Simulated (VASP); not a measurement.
Here is a VASP 6.6.1 calculation.

The input INCAR:

```
  ALGO = Normal
  EDIFF = 1E-6
  ENCUT = 520
  GGA = PS
  ISIF = 2
  ISMEAR = 0
  LASPH = T
  LCHARG = F
  LREAL = F
  LWAVE = F
  NBANDS = 14
  NELM = 60
  PREC = Accurate
  SIGMA = 0.15
```

The input KPOINTS:

```
k-points
0
Gamma
  16 16 16
```

POSCAR

```
HfN
1.0
    0.0000000000      2.2584362400      2.6512077600
    2.2584362400      0.0000000000      2.6512077600
    2.2584362400      2.2584362400      0.0000000000
Hf N
1 1
Direct
    0.0000000000      0.0000000000      0.0000000000
    0.7500000000      0.7500000000      0.7500000000
```

Potentials or basis: VASP PAW PBE potentials, release 64 (Hf_pv, N).

Run with:

```bash
$ cat potpaw_PBE.64/Hf_pv/POTCAR potpaw_PBE.64/N/POTCAR > POTCAR
$ mpirun -np 1 vasp_std > vasp.out
```

(1) Estimate the pressure.

Answers

(1) 12.2 GPa.

Caveat: the cell differs from its parent crystal (strain -0.080 along x and y, +0.080 along z); the PAW data sets were made with another functional, which shifts forces and pressure a little.
